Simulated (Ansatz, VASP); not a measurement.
## CrPd3: VASP beside Ansatz

Contents of INCAR:

```
SYSTEM = CrPd3
PREC = Accurate
ENCUT = 520
EDIFF = 1E-7
ISMEAR = -1
SIGMA = 0.1
LREAL = .FALSE.
LASPH = .TRUE.
NELM = 150
ALGO = Normal
ISIF = 2
LWAVE = .FALSE.
LCHARG = .FALSE.
ISPIN = 2
MAGMOM = 3 0 0 0
LORBIT = 11
LMAXMIX = 4
GGA = CA
NBANDS = 33
```

KPOINTS

```
Automatic mesh
0
G
  6 6 6
  0 0 0
```

File POSCAR:

```
CrPd3
1.0
    3.8559872905      0.0000000000      0.0000000000
    0.0000000000      3.8559872905      0.0000000000
    0.0000000000      0.0000000000      3.8559872905
Cr Pd
1 3
Direct
    0.0000000000      0.0000000000      0.0000000000
    0.0000000000      0.5000000000      0.5000000000
    0.5000000000      0.0000000000      0.5000000000
    0.5000000000      0.5000000000      0.0000000000
```

Input for Ansatz:

```yaml
crystal:
  lattice:
    - [3.855987290531149, 0.0, 0.0]
    - [0.0, 3.855987290531149, 0.0]
    - [0.0, 0.0, 3.855987290531149]
  atoms:
    - { symbol: Cr, position: [0.0, 0.0, 0.0], spin: 3.0 }
    - { symbol: Pd, position: [0.0, 0.5, 0.5] }
    - { symbol: Pd, position: [0.5, 0.0, 0.5] }
    - { symbol: Pd, position: [0.5, 0.5, 0.0] }
basis:
  ecutwfc: 500.0
kpoints:
  mp_grid:
    grid: [6, 6, 6]
hamiltonian:
  xc: lda
magnetization:
  spin_polarized: true
scf:
  occupations:
    method: fermi_dirac
```

Alike in both runs: task single point; functional LDA; k mesh 6 × 6 × 6; collinear spin.

|  | VASP | Ansatz |
| --- | --- | --- |
| version | VASP 6.6.1 | Ansatz 0.2.0 |
| potentials or method | VASP PAW LDA potentials, release 64 (Cr_pv, Pd), cutoff 520 eV | plane waves, PAW |
| occupations | fermi-dirac, width 0.1 eV | fermi-dirac |
| valence electrons in the cell | 42 | 68 |

Ansatz gave:

```
net moment per atom (μB)                                      : 0.63
size of the moment on the site where the two differ most (μB) : 2.57
```

Which values does VASP return?

net moment per atom (μB): 0.63; size of the moment on the site where the two differ most (μB): 2.55.

LDA's correlation is that of Perdew and Zunger in VASP and of Perdew and Wang (1992) in Ansatz. Site moments also hang on the region over which each program counts them. VASP's potentials hold 42 valence electrons a cell and Ansatz's 68, so a difference there can come from the potentials and not from the codes.
